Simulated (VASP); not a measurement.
Write the native input for VASP 6.6.1 that does the following.

* Task: single point
* Functional: PBE
* Potentials or basis: VASP PAW PBE potentials, release 64 (Ca_sv, Br)
* Cutoff: 520 eV
* k mesh: 7 × 7 × 3
* Occupations: methfessel-paxton, width 0.05 eV
* Spin: no spin polarisation
* Dipole correction: no
* Further INCAR settings: ALGO = Normal; EDIFF = 1e-07; NBANDS = 25

The structure of CaBr lies in POSCAR:

```
CaBr
1.0
    4.0841480000      0.0000000000      0.0000000000
   -2.0420740000      3.5369759208      0.0000000000
    0.0000000000      0.0000000000      9.6721260000
Ca Br
2 2
Direct
    0.3333333333      0.6666666667      0.3405120000
    0.6666666667      0.3333333333      0.8405120000
    0.3333333333      0.6666666667      0.0344880000
    0.6666666667      0.3333333333      0.5344880000
```

These files were run (other wordings do the same):

INCAR

```
ALGO     = Normal         # electronic algorithm
EDIFF    = 1E-7           # SCF threshold, eV
ENCUT    = 520            # plane-wave cutoff, eV
GGA      = PE             # functional
ISIF     = 2              # what is computed and relaxed
ISMEAR   = 1              # smearing method
LASPH    = T              # aspherical terms in the spheres
LCHARG   = F              # write CHGCAR
LREAL    = F              # projectors in reciprocal space
LWAVE    = F              # write WAVECAR
NBANDS   = 25             # bands
NELM     = 80             # most SCF steps
PREC     = Accurate       # precision mode
SIGMA    = 0.05           # smearing width, eV
```

KPOINTS

```
k-points
0
Gamma
  7 7 3
```

Potentials or basis: VASP PAW PBE potentials, release 64 (Ca_sv, Br).

Launch:

```bash
$ cat potpaw_PBE.64/Ca_sv/POTCAR potpaw_PBE.64/Br/POTCAR > POTCAR
$ mpirun -np 1 vasp_std > vasp.out
```

It gave:

* Pressure: 0.5 GPa
* Largest force: 0.155 eV/Å
* Band gap on the k mesh: zero (bands 17 and 18 overlap by 0.81 eV)

Run time: 47 s on 1 thread of AMD EPYC 7R13 Processor (Zen 3) (shared host), peak memory 0.22 GiB.
